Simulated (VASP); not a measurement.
LuAs, 2 atoms in the cell. It takes space group Fm-3m (No. 225, cubic). Conventional cell: a = 5.676 Å, b = 5.676 Å, c = 5.676 Å, α = 90.00°, β = 90.00°, γ = 90.00°. Lu (site symmetry m-3m) has 6 As at 2.84 Å within 3.7 Å. Within 3.7 Å of As (site symmetry m-3m) lie 6 Lu at 2.84 Å. 

```yaml
Program: VASP 6.6.1
Task: relaxation of cell and atoms
Functional: PBEsol
Potentials_or_basis: VASP PAW PBE potentials, release 64 (Lu, As)
Cutoff: 600 eV
k_mesh: 14 × 14 × 14
Occupations: fermi-dirac, width 0.1 eV
Spin: no spin polarisation
Dipole_correction: no
Further_INCAR_settings: ALGO = Normal; EDIFF = 1e-06; IBRION = 2; EDIFFG = -0.002; NSW = 100; ISIF = 3
```

Potentials or basis: VASP PAW PBE potentials, release 64 (Lu, As).

Run with:

```sh
$ cat potpaw_PBE.64/Lu/POTCAR potpaw_PBE.64/As/POTCAR > POTCAR
$ mpirun -np 1 vasp_std > vasp.out
```

Hardware: 1 thread of Intel(R) Xeon(R) 6975P-C (Granite Rapids), on a shared host.

Q: How long does it take, and how much memory?

A: It took 4.1 min on 1 thread of Intel(R) Xeon(R) 6975P-C (Granite Rapids), on a shared host, peak memory 0.28 GiB. Counts: scf iterations 59, k points 104, ion steps 11.
